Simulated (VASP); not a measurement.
# B (P3_112) in VASP: relaxation of cell and atoms with PBE

Aim: the relaxation of cell and atoms of B with PBE.

All numbers are computed with VASP 6.6.1; they aren't measurements. Logs are shortened: lines on timing, memory, paths and dates and some standing lists are left out, and cuts for length are marked.

## Step 1: The cell of the first run

The structure is trigonal, space group P3_112 (No. 151). The conventional cell has a = 3.951 Å, b = 3.951 Å, c = 3.818 Å, α = 90.00°, β = 90.00°, γ = 120.00°. B (site symmetry 1) has 2 B at 1.38 to 1.58 Å within 1.8 Å.

The cell was generated, and may not be a known phase.

## Step 2: Relaxation of cell and atoms, PBE

File INCAR:

```
SYSTEM = B
  ALGO = Normal
  EDIFF = 1E-7
  EDIFFG = -0.04
  ENCUT = 1230
  GGA = PE
  GGA_COMPAT = .False.
  IBRION = 2
  ISIF = 3
  ISMEAR = 0
  LASPH = .True.
  LCHARG = .False.
  LREAL = .False.
  LWAVE = .False.
  NELM = 120
  NELMIN = 4
  NSW = 90
  PREC = Accurate
  SIGMA = 0.1
```

File KPOINTS:

```
k-points
0
Gamma
  6 6 4
  0 0 0
```

File POSCAR:

```
B
1.0
    3.9505276063      0.0000000000      0.0000000000
   -1.9752638031      3.4212572654      0.0000000000
    0.0000000000      0.0000000000      3.8178708739
B
6
Direct
    0.0000000000      0.3333300000      0.7194000000
    0.0000000000      0.6666700000      0.2806000000
    0.3333300000      0.0000000000      0.3860666667
    0.3333300000      0.3333300000      0.6139333333
    0.6666700000      0.0000000000      0.9472666667
    0.6666700000      0.6666700000      0.0527333333
```

Potentials or basis: VASP PAW PBE potentials, release 64 (B_h).

On the command line:

```console
cat potpaw_PBE.64/B_h/POTCAR > POTCAR
mpirun -np 1 vasp_std > vasp.out
```

OUTCAR:

```text
SYSTEM = B
   EDIFF = 1E-7
   EDIFFG = -0.04
   ENCUT = 1230
   GGA = PE
   IBRION = 2
   ISIF = 3
   ISMEAR = 0
   LASPH = .True.
   LREAL = .False.
   NELM = 120
   NELMIN = 4
   NSW = 90
   PREC = Accurate

 ion  position               nearest neighbor table
   1  0.000  0.333  0.719-   4 1.38
   2  0.000  0.667  0.281-   3 1.38
   3  0.333  0.000  0.386-   2 1.38
   4  0.333  0.333  0.614-   1 1.38
   5  0.667  0.000  0.947-   6 1.38
   6  0.667  0.667  0.053-   5 1.38

  LATTYP: Found a hexagonal cell.
 ALAT       =     3.9505276063
 C/A-ratio  =     0.9664205024

  Lattice vectors:

 A1 = (   3.9505276063,   0.0000000000,   0.0000000000)
 A2 = (  -1.9752638031,   3.4212572654,   0.0000000000)
 A3 = (   0.0000000000,   0.0000000000,   3.8178708739)

Analysis of symmetry for initial positions (statically):
=====================================================================
 Subroutine PRICEL returns:
 Original cell was already a primitive cell.

 Routine SETGRP: Setting up the symmetry group for a
 hexagonal supercell.

 Subroutine GETGRP returns: Found  6 space group operations
 (whereof  2 operations were pure point group operations)
 out of a pool of 24 trial point group operations.

The static configuration has the point symmetry C_2 .
 The point group associated with its full space group is D_3 .

Analysis of symmetry for dynamics (positions and initial velocities):
=====================================================================
 Subroutine PRICEL returns:
 Original cell was already a primitive cell.

 Routine SETGRP: Setting up the symmetry group for a
 hexagonal supercell.

 Subroutine GETGRP returns: Found  6 space group operations
 (whereof  2 operations were pure point group operations)
 out of a pool of 24 trial point group operations.

The dynamic configuration has the point symmetry C_2 .
 The point group associated with its full space group is D_3 .

 Subroutine INISYM returns: Found  6 space group operations
 (whereof  2 operations are pure point group operations),
 and found     1 'primitive' translations

----------------------------------------------------------------------------------------

                                     Primitive cell

  volume of cell :      51.6015

  direct lattice vectors                    reciprocal lattice vectors
     3.950527606  0.000000000  0.000000000     0.253130746  0.146145104  0.000000000
[... 119 lines left out ...]
   LHFCALC =     F    Hartree Fock is set to
   AEXX    =    0.0000 exact exchange contribution
   IVDW    =     0    specifies the selected vdW correction
   LEPSILON=     F    determine dielectric tensor
   LRPA    =     F    only Hartree local field effects (RPA)
 conjugate gradient relaxation of ions
 non-spin polarized calculation
 Gauss-broadening in eV      SIGMA  =   0.10
  energy-cutoff  :     1230.00
  volume of cell :       51.60
 maximum number of plane-waves:      5092
 NGX is ok and might be reduce to    48
   NGX = 23   NGY = 23   NGZ = 21

--------------------------------------- Ionic step        1  -------------------------------------------

 number of electron      18.0000000 magnetization

 Free energy of the ion-electron system (eV)
  ---------------------------------------------------
  ext. energy  EPLUGINS =         0.00000000
  ---------------------------------------------------
  free energy    TOTEN  =       -29.45647984 eV

  energy without entropy =      -29.44778839  energy(sigma->0) =      -29.45213412

------------------------ aborting loop because EDIFF is reached ----------------------------------------

  FORCE on cell =-STRESS in cart. coord.  units (eV):
  Direction    XX          YY          ZZ          XY          YZ          ZX
  --------------------------------------------------------------------------------------
  -------------------------------------------------------------------------------------
  Total       19.4983027     19.4983027     -1.3966945      0.0000000      0.0000000      0.0000000
  in kB      605.4040482    605.4040482    -43.3660568      0.0000000      0.0000000      0.0000000
  external PRESSURE =     389.1473465 kB  Pullay stress =       0.0000000 kB
[... 67 lines left out ...]
--------------------------------------- Ionic step        3  -------------------------------------------

 number of electron      18.0000000 magnetization

 E-fermi :   4.3533     XC(G=0):  -9.9208

 val. band max:        4.2391189784   @ k =  -0.1667   0.5000   0.2500
 cond. band min:       4.3919146568   @ k =   0.3333   0.0000   0.5000
 fundamental gap:      0.1527956784
 Fermi energy:         4.3533385339

 k-point     1 :       0.0000    0.0000    0.0000
  band No.  band energies     occupation
      1      -9.4747      2.00000
      2      -3.0744      2.00000
      3      -3.0744      2.00000
      4      -1.3918      2.00000
      5      -0.1374      2.00000
      6      -0.1374      2.00000
      7       1.0612      2.00000
      8       1.0612      2.00000
      9       1.6391      2.00000
     10       5.7948      0.00000
     11       5.7948      0.00000
     12       6.4986      0.00000
     13       7.8072      0.00000
[... 399 lines left out ...]
  FREE ENERGIE OF THE ION-ELECTRON SYSTEM (eV)
  ---------------------------------------------------
  free  energy   TOTEN  =       -29.7702026170 eV

  energy  without entropy=      -29.7648498964  energy(sigma->0) =      -29.76752626

[... ionic steps 4 to 30 ...]

--------------------------------------- Ionic step       31  -------------------------------------------

 number of electron      18.0000000 magnetization

------------------------ aborting loop because EDIFF is reached ----------------------------------------
[... 75 lines left out ...]
--------------------------------------- Ionic step       33  -------------------------------------------

 number of electron      18.0000000 magnetization

 Free energy of the ion-electron system (eV)
  ---------------------------------------------------
  ext. energy  EPLUGINS =         0.00000000
  ---------------------------------------------------
  free energy    TOTEN  =       -34.75820487 eV

  energy without entropy =      -34.74194934  energy(sigma->0) =      -34.75007711

 E-fermi :   5.8332     XC(G=0): -11.0634

 val. band max:        5.8256160680   @ k =   0.3333   0.0000   0.5000
 cond. band min:       5.8419384698   @ k =   0.1667   0.1667   0.5000
 fundamental gap:      0.0163224018
 Fermi energy:         5.8332377113

 k-point     1 :       0.0000    0.0000    0.0000
  band No.  band energies     occupation
      1      -7.7220      2.00000
      2      -0.0491      2.00000
      3       0.3412      2.00000
      4       0.3412      2.00000
      5       0.7633      2.00000
      6       0.7633      2.00000
      7       2.3745      2.00000
      8       3.4006      2.00000
      9       3.4006      2.00000
     10       8.7929      0.00000
     11       9.9035      0.00000
     12       9.9036      0.00000
     13       9.9702      0.00000
[... 399 lines left out ...]
  FREE ENERGIE OF THE ION-ELECTRON SYSTEM (eV)
  ---------------------------------------------------
  free  energy   TOTEN  =       -34.7582048727 eV

  energy  without entropy=      -34.7419493385  energy(sigma->0) =      -34.75007711

 reached required accuracy - stopping structural energy minimisation
```

CONTCAR:

```text
B
   1.00000000000000
     4.2043200619877306    0.0000000000034544    0.0000000000000001
    -2.1021600309376618    3.6410479793112986   -0.0000000000000000
    -0.0000000000000001   -0.0000000000000000    3.3838082487128025
  B
     6
Direct
     0.9562323408600082    0.3328022247283908    0.6662525914467894
     0.9562323408599548    0.6234301161315390    0.3337474085532107
     0.3765698838685517    0.0437676591400023    0.3329192581467923
     0.3765698838685265    0.3328022247286025    0.6670807418532076
     0.6671977752715186    0.0437676591398584    0.0004140752532137
     0.6671977752714403    0.6234301161316069    0.9995859247467864

  0.00000000E+00  0.00000000E+00  0.00000000E+00
  0.00000000E+00  0.00000000E+00  0.00000000E+00
  0.00000000E+00  0.00000000E+00  0.00000000E+00
  0.00000000E+00  0.00000000E+00  0.00000000E+00
  0.00000000E+00  0.00000000E+00  0.00000000E+00
  0.00000000E+00  0.00000000E+00  0.00000000E+00
```

It took 20 min on 1 thread of Intel Xeon Platinum 8375C at 2.90GHz (Ice Lake), shared host; peak memory 0.33 GiB.

Results:

- Free energy: -34.7582 eV
- Relaxed volume: 8.63 Å³/atom
- Relaxed cell: a = 4.204 Å, b = 4.204 Å, c = 3.384 Å, α = 90.00°, β = 90.00°, γ = 120.00°
- Space group after relaxing (to 0.1 Å): P6_422 (No. 181)
- Energy gained by relaxing: 883.6 meV/atom
- Ionic steps: 33
- Pressure after relaxing: 0.4 GPa
- Largest force after relaxing: 0.034 eV/Å
- Band gap on the k mesh: zero (bands 9 and 10 overlap by 2.82 eV)

Forces on the atoms (eV/Å):
```
B   -0.027  0.018 -0.011
B    0.002 -0.032  0.011
B    0.029  0.014 -0.011
B    0.027  0.018  0.011
B   -0.029  0.014  0.011
B   -0.002 -0.032 -0.011
```

Stress tensor (GPa, compression positive):
```
0.31 0.00 0.00
0.00 0.31 0.00
0.00 0.00 0.52
```

The path:
| step | energy change (eV) | largest force (eV/Å) | pressure (GPa) | volume (Å³) |
| --- | --- | --- | --- | --- |
| 1 | 0.0000 | 8.3327 | 38.91 | 51.60 |
| 2 | 0.2124 | 8.0579 | -1.16 | 68.27 |
| 3 | -0.3137 | 7.2332 | -4.11 | 66.06 |
| 4 | -0.8949 | 6.6442 | -6.94 | 63.94 |
| 5 | -2.7640 | 4.4505 | -6.37 | 57.62 |
| 6 | -2.9972 | 3.0237 | 3.92 | 54.57 |
| 7 | -3.0381 | 3.5922 | -1.38 | 55.74 |
| 8 | -4.4051 | 1.0386 | -20.13 | 57.85 |
| 9 | -4.4174 | 0.9342 | -19.63 | 57.59 |
| 10 | -4.8579 | 2.4271 | 2.67 | 50.43 |
| 11 | -5.0059 | 1.3553 | -6.48 | 52.54 |
| 12 | -5.1786 | 0.7447 | 2.03 | 49.93 |
| 13 | -5.2052 | 0.2192 | -0.70 | 50.59 |
| 14 | -5.2157 | 0.1319 | 0.47 | 50.30 |
| 15 | -5.2182 | 0.1229 | 1.39 | 50.07 |
| 16 | -5.2230 | 0.0968 | 0.60 | 50.36 |
| 17 | -5.2233 | 0.1342 | 0.34 | 50.47 |
| 18 | -5.2275 | 0.1187 | -0.33 | 50.79 |
| 19 | -5.2301 | 0.1868 | -1.42 | 51.32 |
| 20 | -5.2319 | 0.1838 | -1.45 | 51.38 |
| 21 | -5.2373 | 0.1739 | -1.54 | 51.56 |
| 22 | -5.2476 | 0.1514 | -1.83 | 51.91 |
| 23 | -5.2625 | 0.1073 | -2.82 | 52.63 |
| 24 | -5.2373 | 0.0686 | -6.35 | 54.09 |
| 25 | -5.2650 | 0.0951 | -3.31 | 52.90 |
| 26 | -5.2769 | 0.0653 | -2.69 | 52.74 |
| 27 | -5.2946 | 0.0819 | -1.20 | 52.28 |
| 28 | -5.2948 | 0.0964 | -1.06 | 52.22 |
| 29 | -5.2974 | 0.0384 | -0.50 | 52.05 |
| 30 | -5.2980 | 0.0931 | -0.02 | 51.91 |
| 31 | -5.2997 | 0.0487 | 0.34 | 51.80 |
| 32 | -5.3005 | 0.0424 | 0.80 | 51.66 |
| 33 | -5.3017 | 0.0344 | 0.38 | 51.80 |

Final structure:
```
B
1.0
     4.20432    0.00000    0.00000
    -2.10216    3.64105    0.00000
     0.00000    0.00000    3.38381
B
6
Direct
  0.95623 0.33280 0.66625
  0.95623 0.62343 0.33375
  0.37657 0.04377 0.33292
  0.37657 0.33280 0.66708
  0.66720 0.04377 0.00041
  0.66720 0.62343 0.99959
```

Caveat: the k points lie up to 0.46 Å⁻¹ apart in the final cell, too coarse for converged energies and pressures of a metal.
